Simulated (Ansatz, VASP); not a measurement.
**One calculation of Re2C, two programs**

```
Re C
1.0
     2.82167    0.00000    0.00000
    -1.41083    2.44364    0.00000
     0.00000    0.00000    9.77521
Re C
4 2
Direct
  0.33333 0.66667 0.60841
  0.66667 0.33333 0.10841
  0.66667 0.33333 0.39159
  0.33333 0.66667 0.89159
  0.33333 0.66667 0.25000
  0.66667 0.33333 0.75000
```

Alike in both runs: functional LDA; k mesh 12 × 12 × 4; occupations fermi-dirac, width 0.15 eV; no spin polarisation.

Ansatz relaxed the structure, and its values are those at the end. VASP's run is a single point on that final structure, the one shown.

|  | VASP | Ansatz |
| --- | --- | --- |
| version | VASP 6.6.1 | Ansatz 0.2.0 |
| potentials or method | VASP PAW LDA potentials, release 64 (Re_sv_GW, C), cutoff 700 eV | scalar-relativistic, plane waves, PAW |
| valence electrons in the cell | 68 | 68 |

```csv
,VASP,Ansatz,Ansatz less VASP
gap on the k mesh at the Fermi level (eV),none,none,-
pressure (GPa),1.4,0.0,-1.42
rms of the force components (eV/Å),0.008,0.000,-0.0077
```

LDA's correlation is that of Perdew and Zunger in VASP and of Perdew and Wang (1992) in Ansatz. A gap of «none» marks a metal or a gap that the smearing closes.

Spin-orbit coupling is off throughout.
